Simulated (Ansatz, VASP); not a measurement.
## Two plane-wave programs on Ag

Contents of INCAR:

```
SYSTEM = Ag
PREC = Accurate
ENCUT = 520
EDIFF = 1E-6
ISMEAR = 0
SIGMA = 0.15
LREAL = .FALSE.
LASPH = .TRUE.
NELM = 100
ALGO = Fast
ISIF = 2
LWAVE = .FALSE.
LCHARG = .FALSE.
GGA = PS
NBANDS = 18
```

KPOINTS

```
Automatic mesh
0
G
  18 18 10
  0 0 0
```

The input POSCAR:

```
Ag
1.0
    2.9299980804      0.0000000000      0.0000000000
   -1.4649990402      2.5374527707      0.0000000000
    0.0000000000      0.0000000000      4.7900000000
Ag
2
Direct
    0.2446617322      0.4893234644      0.2500000000
    0.6666666667      0.3333333333      0.7500000000
```

Input for Ansatz:

```yaml
crystal:
  lattice:
    - [2.9299980804, 0.0, 0.0]
    - [-1.4649990402, 2.5374527707, 0.0]
    - [0.0, 0.0, 4.79]
  atoms:
    - { symbol: Ag, position: [0.2446617322, 0.4893234644, 0.25] }
    - { symbol: Ag, position: [0.6666666667, 0.3333333333, 0.75] }
basis:
  ecutwfc: 420
kpoints:
  mp_grid: { grid: [18, 18, 10] }
hamiltonian:
  xc: pbesol
scf:
  occupations: { method: gaussian, width: 0.15 }
output:
  forces: true
  stress: true
  eigenvalues: true
```

Alike in both runs: task single point; functional PBEsol; k mesh 18 × 18 × 10; occupations gaussian, width 0.15 eV; no spin polarisation.

|  | VASP | Ansatz |
| --- | --- | --- |
| version | VASP 6.6.1 | Ansatz 0.2.0 |
| potentials or method | VASP PAW PBE potentials, release 64 (Ag), cutoff 520 eV | scalar-relativistic, plane waves, PAW |
| valence electrons in the cell | 22 | 38 |

Ansatz gave:

| Item | Value |
| --- | --- |
| gap on the k mesh at the Fermi level (eV) | none |
| pressure (GPa) | -5.5 |
| traceless stress, the component that is largest in VASP (GPa) | -2.74 |
| rms of the force components (eV/Å) | 0.078 |

Problem. What did VASP give for the same quantities?

Solution. gap on the k mesh at the Fermi level (eV): none; pressure (GPa): -5.7; traceless stress, the component that is largest in VASP (GPa): -2.71; rms of the force components (eV/Å): 0.077.

VASP's potentials were made for PBE, not for PBEsol. Atom by atom the forces differ by 0.000 eV/Å (rms over components). A gap of «none» marks a metal or a gap that the smearing closes. With one functional, cell and mesh, what is left measures potentials, basis and numerics. VASP's potentials hold 22 valence electrons a cell and Ansatz's 38, so a difference there can come from the potentials and not from the codes.
